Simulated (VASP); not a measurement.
A run of VASP 6.6.1 is set up as follows.

Contents of INCAR:

```
SYSTEM = Ti14Si
PREC = Accurate
ENCUT = 520
EDIFF = 1E-7
ISMEAR = 0
SIGMA = 0.1
LREAL = Auto
LASPH = .True.
NELM = 80
ALGO = Normal
ISIF = 2
LWAVE = .False.
LCHARG = .False.
GGA = PE
NBANDS = 99
```

KPOINTS

```
Automatic mesh
0
Gamma
  4 4 4
  0.5 0.5 0.5
```

Contents of POSCAR:

```
Ti14Si
1.0
   -4.1120350457     -4.1120350457     -4.1120350457
   -4.1120350457      4.1120350457      4.1120350457
    4.1120350457      4.1120350457     -4.1120350457
Si Ti
1 14
Direct
    0.4957421291      0.0000000000      0.5042578709
    0.2540674688      0.0000000000      0.7459325312
    0.7464477935      0.4929123131      0.7464645196
    0.7390076160      0.2489600492     -0.0192518986
    0.4976869952      0.2478659908      0.2564058014
    0.2682119478      0.2489600492      0.5099524332
   -0.0085398106      0.2478659908      0.7501789957
    0.0070622236      0.0000000000     -0.0070622236
    0.7435941986      0.7521340092      0.5023130048
    0.4900475668      0.7510399508      0.7317880522
    0.4902034817      0.4863434753     -0.0038600064
    0.2535354804      0.5070876869      0.2535522065
    0.0038600064      0.5136565247      0.5097965183
    0.2498210043      0.7521340092      0.0085398106
    0.0192518986      0.7510399508      0.2609923840
```

Potentials or basis: VASP PAW PBE potentials, release 64 (Si, Ti_sv).

The run is started by

```bash
$ cat potpaw_PBE.64/Si/POTCAR potpaw_PBE.64/Ti_sv/POTCAR > POTCAR
$ mpirun -np 1 vasp_std > vasp.out
```

(1) Estimate the band gap on the k mesh.

(2) What does it give for the pressure?

(3) Estimate the largest force.

Answers

(1) zero (bands 86 and 87 overlap by 0.15 eV).

(2) -3.9 GPa.

(3) 0.028 eV/Å.

Caveat: the cell differs from its parent crystal (atoms taken out, then relaxed in part).
